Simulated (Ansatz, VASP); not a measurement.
# Two plane-wave programs on SiO2

```xyz
12
Lattice="4.6820 0.0000 0.0000 0.0000 4.6820 0.0000 0.0000 0.0000 6.3110" Properties=species:S:1:pos:R:3 pbc="T T T"
Si    1.5620    1.5620    0.0000
Si    0.7790    3.9030    1.5777
Si    3.1200    3.1200    3.1555
Si    3.9030    0.7790    4.7332
O     1.0493    0.8012    1.3407
O     1.5398    3.3903    2.9184
O     3.6327    3.8808    4.4962
O     3.1422    1.2917    6.0739
O     3.3903    1.5398    3.3926
O     3.8808    3.6327    1.8148
O     1.2917    3.1422    0.2371
O     0.8012    1.0493    4.9703
```

Alike in both runs: functional PBE; k mesh 5 × 5 × 4; occupations fermi-dirac, width 0.02 eV; no spin polarisation.

Ansatz relaxed the structure, and its values are those at the end. VASP's run is a single point on that final structure, the one shown.

```csv
,VASP,Ansatz
version,VASP 6.6.1,Ansatz 0.2.0
potentials or method,"VASP PAW PBE potentials, release 64 (Si, O)","plane-wave PAW, scalar-relativistic"
plane-wave cutoff (eV),520,420
valence electrons in the cell,64,64
```

Ansatz gave:

* gap on the k mesh at the Fermi level (eV): 5.88
* pressure (GPa): 8.0
* rms of the force components (eV/Å): 0.011

**Question.** Estimate VASP's values.

**Answer.** gap on the k mesh at the Fermi level (eV): 5.88; pressure (GPa): 8.3; rms of the force components (eV/Å): 0.021.

Ansatz's warnings: stress scf threshold loose.
